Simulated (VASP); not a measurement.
Write the native input for VASP 6.6.1 that does the following.

```yaml
Task: relaxation of cell and atoms
Functional: PBE
Potentials_or_basis: VASP PAW PBE potentials, release 64 (Ge_d, Cl)
Cutoff: 600 eV
k_mesh: 4 × 4 × 2
Occupations: gaussian, width 0.1 eV
Spin: no spin polarisation
Dipole_correction: no
Further_INCAR_settings: ALGO = Fast; EDIFF = 1e-06; IBRION = 2; EDIFFG = -0.04; NSW = 90; ISIF = 3
```

The structure of GeCl5 lies in POSCAR:

```
GeCl5
1.0
    4.5906959000      0.0000000000      0.0000000000
    0.0000000000      4.5906959000      0.0000000000
    0.0000000000      0.0000000000      7.6937174400
Ge Cl
1 5
Direct
    0.5000000000      0.5000000000      0.0000000000
    0.0000000000      0.5000000000      0.2681678100
    0.5000000000      0.0000000000      0.2681678100
    0.0000000000      0.5000000000      0.7318321900
    0.5000000000      0.0000000000      0.7318321900
    0.0000000000      0.0000000000      0.5000000000
```

The cell was generated, and may not be a known phase.

These files were run (other wordings do the same):

INCAR

```
  PREC = Accurate
  ENCUT = 600
  EDIFF = 1E-6
  ISMEAR = 0
  SIGMA = 0.1
  LREAL = F
  LASPH = T
  NELM = 60
  ALGO = Fast
  ISIF = 3
  LWAVE = F
  LCHARG = F
  GGA = PE
  IBRION = 2
  NSW = 90
  EDIFFG = -0.04
```

KPOINTS

```
regular mesh
0
Gamma
  4 4 2
```

Potentials or basis: VASP PAW PBE potentials, release 64 (Ge_d, Cl).

The run is started by

```sh
$ cat potpaw_PBE.64/Ge_d/POTCAR potpaw_PBE.64/Cl/POTCAR > POTCAR
$ mpirun -np 1 vasp_std > vasp.out
```

Results of the run:

The relaxed volume is 27.16 Å³/atom and the relaxed cell is a = 4.933 Å, b = 4.933 Å, c = 6.697 Å, α = 90.00°, β = 90.00°, γ = 90.00°. The space group after relaxing (to 0.1 Å) is P4/mmm (No. 123). The energy gained by relaxing is 205.7 meV/atom, the ionic steps are 15 and the pressure after relaxing is 0.0 GPa. The largest force after relaxing is 0.015 eV/Å and the band gap on the k mesh is zero (an odd number of electrons rules out a gap without spin polarisation).

Caveat: the k points lie up to 0.47 Å⁻¹ apart in the final cell, too coarse for converged energies and pressures of a metal; an odd number of electrons without spin polarisation forces a metal; a magnetic or distorted state may lie lower.

Wall time 21 min on 1 thread of Oxide Virtual Turin-like Processor, with other jobs on the host, peak memory 0.32 GiB.
